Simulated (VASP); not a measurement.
# Al2Cu (P-3m1) in VASP: relaxation of cell and atoms with PBE

Aim: the relaxation of cell and atoms of Al2Cu with PBE.

Everything below comes from runs of VASP 6.6.1. Logs are shortened: lines on timing, memory, paths and dates and some standing lists are left out, and cuts for length are marked.

**1. The cell of the first run**

The structure is trigonal, space group P-3m1 (No. 164). The conventional cell has a = 2.890 Å, b = 2.890 Å, c = 6.144 Å, α = 90.00°, β = 90.00°, γ = 120.00°. Al (site symmetry 3m) has 3 Cu at 2.58 Å and 9 Al at 2.76 to 2.89 Å within 3.4 Å. Cu (site symmetry -3m) has 6 Al at 2.58 Å and 6 Cu at 2.89 Å within 3.4 Å.

The cell was built from a structure type or drawn by symmetry, and may not be a known phase.

**2. Relaxation of cell and atoms, PBE**

INCAR

```
  PREC = Accurate
  ENCUT = 600
  EDIFF = 1E-6
  ISMEAR = 0
  SIGMA = 0.1
  LREAL = False
  LASPH = True
  NELM = 80
  ALGO = Normal
  ISIF = 3
  LWAVE = False
  LCHARG = False
  GGA = PE
  IBRION = 2
  NSW = 100
  EDIFFG = -0.01
```

KPOINTS

```
regular mesh
0
Gamma
  12 12 6
```

POSCAR

```
Al2Cu
1.0
    2.8897518974      0.0000000000      0.0000000000
   -1.4448759487      2.5025985538      0.0000000000
    0.0000000000      0.0000000000      6.1441467579
Al Cu
2 1
Direct
    0.3333333333      0.6666666667      0.8208965964
    0.6666666667      0.3333333333      0.1791034036
    0.0000000000      0.0000000000      0.5000000000
```

Potentials or basis: VASP PAW PBE potentials, release 64 (Al, Cu).

Launch:

```
> cat potpaw_PBE.64/Al/POTCAR potpaw_PBE.64/Cu/POTCAR > POTCAR
> mpirun -np 1 vasp_std > vasp.out
```

OUTCAR:

```text
PREC = Accurate
   ENCUT = 600
   EDIFF = 1E-6
   ISMEAR = 0
   LREAL = False
   LASPH = True
   NELM = 80
   ISIF = 3
   GGA = PE
   IBRION = 2
   NSW = 100
   EDIFFG = -0.01

 ion  position               nearest neighbor table
   1  0.333  0.667  0.821-   3 2.58   3 2.58   3 2.58   2 2.76   2 2.76   2 2.76
   2  0.667  0.333  0.179-   3 2.58   3 2.58   3 2.58   1 2.76   1 2.76   1 2.76
   3  0.000  0.000  0.500-   1 2.58   2 2.58   2 2.58   1 2.58   2 2.58   1 2.58

  LATTYP: Found a hexagonal cell.
 ALAT       =     2.8897518974
 C/A-ratio  =     2.1261848685

  Lattice vectors:

 A1 = (   2.8897518974,   0.0000000000,   0.0000000000)
 A2 = (  -1.4448759487,   2.5025985538,   0.0000000000)
 A3 = (   0.0000000000,   0.0000000000,   6.1441467579)

Analysis of symmetry for initial positions (statically):
=====================================================================
 Subroutine PRICEL returns:
 Original cell was already a primitive cell.

 Routine SETGRP: Setting up the symmetry group for a
 hexagonal supercell.

 Subroutine GETGRP returns: Found 12 space group operations
 (whereof 12 operations were pure point group operations)
 out of a pool of 24 trial point group operations.

The static configuration has the point symmetry D_3d.

Analysis of symmetry for dynamics (positions and initial velocities):
=====================================================================
 Subroutine PRICEL returns:
 Original cell was already a primitive cell.

 Routine SETGRP: Setting up the symmetry group for a
 hexagonal supercell.

 Subroutine GETGRP returns: Found 12 space group operations
 (whereof 12 operations were pure point group operations)
 out of a pool of 24 trial point group operations.

The dynamic configuration has the point symmetry D_3d.

 Subroutine INISYM returns: Found 12 space group operations
 (whereof 12 operations are pure point group operations),
 and found     1 'primitive' translations

----------------------------------------------------------------------------------------

                                     Primitive cell

  volume of cell :      44.4338

  direct lattice vectors                    reciprocal lattice vectors
     2.889751897  0.000000000  0.000000000     0.346050469  0.199792332  0.000000000
    -1.444875949  2.502598554  0.000000000     0.000000000  0.399584663  0.000000000
     0.000000000  0.000000000  6.144146758     0.000000000  0.000000000  0.162756529

  length of vectors
     2.889751897  2.889751897  6.144146758     0.399584663  0.399584663  0.162756529

  position of ions in fractional coordinates (direct lattice)
     0.333333333  0.666666667  0.820896596
     0.666666667  0.333333333  0.179103404
     0.000000000  0.000000000  0.500000000

  ion indices of the primitive-cell ions
   primitive index   ion index
                 1           1
                 2           2
                 3           3

----------------------------------------------------------------------------------------

 KPOINTS: regular mesh

Automatic generation of k-mesh.
 Grid dimensions read from file:
 generate k-points for:   12   12    6

 Generating k-lattice:

  Cartesian coordinates                     Fractional coordinates (reciprocal lattice)
     0.028837539  0.016649361  0.000000000     0.083333333  0.000000000  0.000000000
     0.000000000  0.033298722  0.000000000     0.000000000  0.083333333  0.000000000
     0.000000000  0.000000000  0.027126088     0.000000000  0.000000000  0.166666667

  Length of vectors
     0.033298722  0.033298722  0.027126088

  Shift w.r.t. Gamma in fractional coordinates (k-lattice)
     0.000000000  0.000000000  0.000000000

 Subroutine IBZKPT returns following result:
 ===========================================

 Found    100 irreducible k-points:

 Following reciprocal coordinates:
            Coordinates               Weight
  0.000000  0.000000  0.000000      1.000000
  0.083333  0.000000  0.000000      6.000000
  0.166667  0.000000  0.000000      6.000000
  0.250000  0.000000  0.000000      6.000000
  0.333333  0.000000  0.000000      6.000000
  0.416667  0.000000  0.000000      6.000000
[... 16 lines left out ...]
  0.166667  0.000000  0.166667      6.000000
  0.000000  0.166667  0.166667      6.000000
 [... further k-points ...]
   k-points           NKPTS =    100   k-points in BZ     NKDIM =    100   number of bands    NBANDS=     12
   number of dos      NEDOS =    301   number of ions     NIONS =      3
   total plane-waves  NPLWV =  28800
   dimension x,y,z NGX =    24 NGY =   24 NGZ =   50
   dimension x,y,z NGXF=    48 NGYF=   48 NGZF=  100
   ions per type =               2   1
   NGX,Y,Z   is equivalent  to a cutoff of  13.81, 13.81, 13.53 a.u.
   NGXF,Y,Z  is equivalent  to a cutoff of  27.61, 27.61, 27.06 a.u.
 SYSTEM =  unknown system
   PREC   = accura    normal or accurate (medium, high low for compatibility)
   ISTART =      0    job   : 0-new  1-cont  2-samecut
   ICHARG =      2    charge: 1-file 2-atom 10-const
   ISPIN  =      1    spin polarized calculation?
   LNONCOLLINEAR =      F non collinear calculations
   LSORBIT =      F    spin-orbit coupling
   LASPH  =      T    aspherical Exc in radial PAW
   ENCUT  =  600.0 eV  44.10 Ry    6.64 a.u.   5.77  5.77 12.27*2*pi/ulx,y,z
   NELM   =     80;   NELMIN=  2; NELMDL= -5     # of ELM steps
   EDIFF  = 0.1E-05   stopping-criterion for ELM
   LREAL  =      F    real-space projection
   EDIFFG = -.1E-01   stopping-criterion for IOM
   NSW    =    100    number of steps for IOM
   IBRION =      2    ionic relax: 0-MD 1-quasi-New 2-CG
   NFREE  =      1    steps in history (QN), initial steepest desc. (CG)
   ISIF   =      3    stress and relaxation
   ISYM   =      2    0-nonsym 1-usesym 2-fastsym
   POTIM  = 0.5000    time-step for ionic-motion
   TEBEG  =    0.0;   TEEND  =   0.0 temperature during run
   PSTRESS=    0.0 pullay stress
   NELECT =      17.0000    total number of electrons
   NUPDOWN=      -1.0000    fix difference up-down
   EMIN   =  10.00;   EMAX   =-10.00  energy-range for DOS
   EFERMI =   0.00;   METHOD = LEGACY
   ISMEAR =     0;   SIGMA  =   0.10  broadening in eV -4-tet -1-fermi 0-gaus
   EFERMI_NEDOS =   21; number of points for ismear=-14 and -15
   IALGO  =     38    algorithm
   IMIX   =      4    mixing-type and parameters
     AMIX     =   0.40;   BMIX     =  1.00
     AMIX_MAG =   1.60;   BMIX_MAG =  1.00
  volume/ion in A,a.u.               =      14.81        99.95
  Fermi-wavevector in a.u.,A,eV,Ry     =   1.188466  2.245875 19.217563  1.412451
  Thomas-Fermi vector in A             =   2.324595
   LORBIT       =      0    0 simple, 1 ext, 2 COOP (PROOUT), +10 PAW based schemes
   GGA     = PE    functional components
   LHFCALC =     F    Hartree Fock is set to
   AEXX    =    0.0000 exact exchange contribution
   IVDW    =     0    specifies the selected vdW correction
   LEPSILON=     F    determine dielectric tensor
   LRPA    =     F    only Hartree local field effects (RPA)
 conjugate gradient relaxation of ions
 non-spin polarized calculation
 Gauss-broadening in eV      SIGMA  =   0.10
  energy-cutoff  :      600.00
  volume of cell :       44.43
 maximum number of plane-waves:      1500
 NGX is ok and might be reduce to    24
   NGX = 11   NGY = 11   NGZ = 25

--------------------------------------- Ionic step        1  -------------------------------------------

 number of electron      17.0000006 magnetization

 Free energy of the ion-electron system (eV)
  ---------------------------------------------------
  ext. energy  EPLUGINS =         0.00000000
  ---------------------------------------------------
  free energy    TOTEN  =       -11.48687469 eV

  energy without entropy =      -11.47826967  energy(sigma->0) =      -11.48257218

------------------------ aborting loop because EDIFF is reached ----------------------------------------

  FORCE on cell =-STRESS in cart. coord.  units (eV):
  Direction    XX          YY          ZZ          XY          YZ          ZX
  --------------------------------------------------------------------------------------
  -------------------------------------------------------------------------------------
  Total       -0.0868171     -0.0868171      0.3326433      0.0000000     -0.0000000     -0.0000000
  in kB       -3.1304195     -3.1304195     11.9943327      0.0000000     -0.0000000     -0.0000000
  external PRESSURE =       1.9111646 kB  Pullay stress =       0.0000000 kB
[... 92 lines left out ...]
  FREE ENERGIE OF THE ION-ELECTRON SYSTEM (eV)
  ---------------------------------------------------
  free  energy   TOTEN  =       -11.4937818218 eV

  energy  without entropy=      -11.4844238331  energy(sigma->0) =      -11.48910283

[... ionic steps 4 to 8 ...]

--------------------------------------- Ionic step        9  -------------------------------------------

 number of electron      17.0000011 magnetization

------------------------ aborting loop because EDIFF is reached ----------------------------------------

  FORCE on cell =-STRESS in cart. coord.  units (eV):
  Direction    XX          YY          ZZ          XY          YZ          ZX
  --------------------------------------------------------------------------------------
  -------------------------------------------------------------------------------------
  Total       -0.0660531     -0.0660531     -0.0148080      0.0000000      0.0000000     -0.0000000
  in kB       -2.3810995     -2.3810995     -0.5338025      0.0000000      0.0000000     -0.0000000
  external PRESSURE =      -1.7653338 kB  Pullay stress =       0.0000000 kB
[... 59 lines left out ...]
  energy  without entropy=      -11.4856927737  energy(sigma->0) =      -11.49026687

--------------------------------------- Ionic step       11  -------------------------------------------

 number of electron      17.0000010 magnetization

 Free energy of the ion-electron system (eV)
  ---------------------------------------------------
  ext. energy  EPLUGINS =         0.00000000
  ---------------------------------------------------
  free energy    TOTEN  =       -11.49484429 eV

  energy without entropy =      -11.48571823  energy(sigma->0) =      -11.49028126

 E-fermi :   8.0342     XC(G=0): -10.9029

 val. band max:        8.0324415157   @ k =   0.2500   0.2500   0.3333
 cond. band min:       8.0392842892   @ k =   0.3333   0.0833   0.3333
 fundamental gap:      0.0068427736
 Fermi energy:         8.0341526799

 k-point     1 :       0.0000    0.0000    0.0000
  band No.  band energies     occupation
      1      -2.8618      2.00000
      2       0.6506      2.00000
      3       1.3824      2.00000
      4       4.1973      2.00000
      5       4.5574      2.00000
      6       4.5574      2.00000
      7       4.8312      2.00000
      8       4.8312      2.00000
      9      11.7687      0.00000
     10      13.4993      0.00000
     11      19.0921      0.00000
     12      19.0921      0.00000
[... 331 lines left out ...]
 k-point    24 :       0.0000    0.1667    0.1667
  band No.  band energies     occupation
      1      -2.0968      2.00000
      2       0.4922      2.00000
      3       2.7916      2.00000
      4       4.3021      2.00000
      5       4.4456      2.00000
      6       4.7097      2.00000
      7       4.8100      2.00000
      8       4.9105      2.00000
      9      10.8450      0.00000
     10      13.7171      0.00000
     11      15.4592      0.00000
     12      16.2537      0.00000

 [... further k-points ...]
[... 5 lines left out ...]
  --------------------------------------------------------------------------------------
  -------------------------------------------------------------------------------------
  Total        0.0040444      0.0040444     -0.0245637      0.0000000      0.0000000     -0.0000000
  in kB        0.1460872      0.1460872     -0.8872673      0.0000000      0.0000000     -0.0000000
  external PRESSURE =      -0.1983643 kB  Pullay stress =       0.0000000 kB
[... 18 lines left out ...]
  FREE ENERGIE OF THE ION-ELECTRON SYSTEM (eV)
  ---------------------------------------------------
  free  energy   TOTEN  =       -11.4948442892 eV

  energy  without entropy=      -11.4857182335  energy(sigma->0) =      -11.49028126

 reached required accuracy - stopping structural energy minimisation
```

Wall time 3.5 min (1 thread of Intel Xeon Platinum 8488C (Sapphire Rapids), shared host); peak memory 0.22 GiB.

Results:

```yaml
Free_energy: -11.4948 eV
Relaxed_volume: 14.79 Å³/atom
Relaxed_cell: a = 2.866 Å, b = 2.866 Å, c = 6.236 Å, α = 90.00°, β = 90.00°, γ = 120.00°
Space_group_after_relaxing_to_0.1_Å: P-3m1 (No. 164)
Energy_gained_by_relaxing: 2.7 meV/atom
Ionic_steps: 11
Pressure_after_relaxing: 0.0 GPa
Band_gap_on_the_k_mesh: zero (an odd number of electrons rules out a gap without spin polarisation)
```

Step by step:
```csv
step,energy change (eV),largest force (eV/Å),pressure (GPa),volume (Å³)
1,0.0000,0.2301,0.19,44.43
2,-0.0051,0.1090,-0.16,44.55
3,-0.0069,0.0254,-0.55,44.70
4,-0.0069,0.0096,-0.50,44.68
5,-0.0076,0.0354,0.07,44.33
6,-0.0076,0.0366,0.21,44.31
7,-0.0076,0.0356,0.22,44.32
8,-0.0078,0.0126,-0.18,44.48
9,-0.0078,0.0178,-0.18,44.45
10,-0.0080,0.0045,-0.13,44.38
11,-0.0080,0.0011,-0.02,44.36
```

Final structure:
```
Al Cu
1.0
     2.86581    0.00000    0.00000
    -1.43291    2.48187    0.00000
     0.00000    0.00000    6.23625
Al Cu
2 1
Direct
  0.33333 0.66667 0.81740
  0.66667 0.33333 0.18260
  0.00000 0.00000 0.50000
```

Levels at points of the mesh, in eV from the Fermi level:
```csv
k point,band 4,band 5,band 6,band 7,band 8,band 9,band 10,band 11,band 12
"(0.00, 0.00, 0.00)",-3.84,-3.48,-3.48,-3.20,-3.20,3.73,5.47,11.06,11.06
"(0.50, 0.00, 0.00)",-4.14,-3.41,-2.68,-2.63,-1.98,-0.93,0.39,0.87,5.82
"(0.00, 0.00, 0.50)",-3.48,-3.48,-3.20,-3.20,-2.89,-0.53,10.74,11.24,11.24
"(0.50, 0.00, 0.50)",-3.97,-3.43,-3.41,-3.11,-2.68,-1.32,2.81,3.99,4.19
```
